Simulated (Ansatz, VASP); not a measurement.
Two plane-wave programs on Al

```
CELL_PARAMETERS angstrom
2.88554 0.00000 0.00000
-1.44277 2.49895 0.00000
0.00000 0.00000 4.99332
ATOMIC_POSITIONS crystal
Al 0.66667 0.33333 0.75000
Al 0.33333 0.66667 0.25000
```

Alike in both runs: task single point; functional LDA; k mesh 12 × 12 × 6; occupations gaussian, width 0.05 eV; no spin polarisation.

|  | VASP | Ansatz |
| --- | --- | --- |
| version | VASP 6.6.1 | Ansatz 0.2.0 |
| potentials or method | VASP PAW LDA potentials, release 64 (Al), cutoff 520 eV | plane waves, PAW |
| valence electrons in the cell | 6 | 6 |

VASP gave:

| Property | Result |
| --- | --- |
| pressure (GPa) | -7.3 |
| traceless stress, the component that is largest in VASP (GPa) | -0.85 |

Question: What did Ansatz give for the same quantities?

Answer: Pressure (GPa): -7.3; traceless stress, the component that is largest in VASP (GPa): -0.84.

LDA's correlation is that of Perdew and Zunger in VASP and of Perdew and Wang (1992) in Ansatz.
